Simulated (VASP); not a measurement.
Wanted: the native input for a VASP 6.6.1 run.

| Quantity | Value |
| --- | --- |
| Task | relaxation of cell and atoms |
| Functional | PBE |
| Potentials or basis | VASP PAW PBE potentials, release 64 (Hf_pv, B) |
| Cutoff | 600 eV |
| k mesh | 6 × 6 × 4 |
| Occupations | gaussian, width 0.1 eV |
| Spin | no spin polarisation |
| Dipole correction | no |
| Further INCAR settings | ALGO = Normal; EDIFF = 1e-07; IBRION = 2; EDIFFG = -0.04; NSW = 90; ISIF = 3 |

The structure of HfB4 lies in POSCAR:

```
HfB4
1.0
    3.0926438800      0.0000000000      0.0000000000
   -1.5463219400      2.6783081600      0.0000000000
    0.0000000000      0.0000000000      5.0455236400
Hf B
1 4
Direct
    0.0000000000      0.0000000000      0.0000000000
    0.0000000000      0.0000000000      0.3760019000
    0.0000000000      0.0000000000      0.6239981000
    0.3333333300      0.6666666700      0.0000000000
    0.6666666700      0.3333333300      0.0000000000
```

One way to write it, as run:

INCAR

```
SYSTEM = HfB4
PREC = Accurate
ENCUT = 600
EDIFF = 1E-7
ISMEAR = 0
SIGMA = 0.1
LREAL = .FALSE.
LASPH = .TRUE.
NELM = 100
ALGO = Normal
ISIF = 3
LWAVE = .FALSE.
LCHARG = .FALSE.
GGA = PE
IBRION = 2
NSW = 90
EDIFFG = -0.04
```

KPOINTS

```
regular mesh
0
G
  6 6 4
  0 0 0
```

Potentials or basis: VASP PAW PBE potentials, release 64 (Hf_pv, B).

Command:

```bash
$ cat potpaw_PBE.64/Hf_pv/POTCAR potpaw_PBE.64/B/POTCAR > POTCAR
$ mpirun -np 1 vasp_std > vasp.out
```

Results of the run:

```yaml
Relaxed_volume: 17.31 Å³/atom
Relaxed_cell: a = 3.996 Å, b = 3.996 Å, c = 6.261 Å, α = 90.00°, β = 90.00°, γ = 120.00°
Space_group_after_relaxing_to_0.05_Å: P6/mmm (No. 191)
Energy_gained_by_relaxing: 3202.8 meV/atom
Ionic_steps: 18
Pressure_after_relaxing: 0.0 GPa
Largest_force_after_relaxing: 0.011 eV/Å
Band_gap_on_the_k_mesh: zero (band 11 reaches 2.24 eV, above the bottom of band 12 at 0.48 eV)
```

Caveat: the k points lie up to 0.30 Å⁻¹ apart in the final cell; the volume moved by over 15 % at a fixed basis, so the end points are rough; spin-orbit coupling is left out, which moves the levels of the heavy elements.

Run time: 7.3 min on 1 thread of Intel(R) Xeon(R) Platinum 8259CL CPU @ 2.50GHz (Skylake/Cascade Lake) (shared host), peak memory 0.19 GiB.
